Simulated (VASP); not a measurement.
A run of VASP 6.6.1 is set up as follows.

Contents of INCAR:

```
SYSTEM = Zn
PREC = Accurate ; ENCUT = 520
EDIFF = 1E-6 ; ISMEAR = 0
SIGMA = 0.015 ; LREAL = .False.
LASPH = .True. ; NELM = 100
ALGO = Normal ; ISIF = 2
LWAVE = .False. ; LCHARG = .False.
GGA = PE ; NBANDS = 12
```

File KPOINTS:

```
Automatic mesh
0
Gamma
  12 12 12
  0 0 0
```

The input POSCAR:

```
Zn
1.0
   -1.5690370000      1.5690370000      1.5690370000
    1.5690370000     -1.5690370000      1.5690370000
    1.5690370000      1.5690370000     -1.5690370000
Zn
1
Direct
    0.0000000000      0.0000000000      0.0000000000
```

Potentials or basis: VASP PAW PBE potentials, release 64 (Zn).

The run is started by

```bash
$ cat potpaw_PBE.64/Zn/POTCAR > POTCAR
$ mpirun -np 1 vasp_std > vasp.out
```

(1) What does it give for the band gap on the k mesh?

(2) Predict the pressure.

Answers

(1) zero (band 6 reaches 7.27 eV, above the bottom of band 7 at 2.09 eV).

(2) 0.1 GPa.
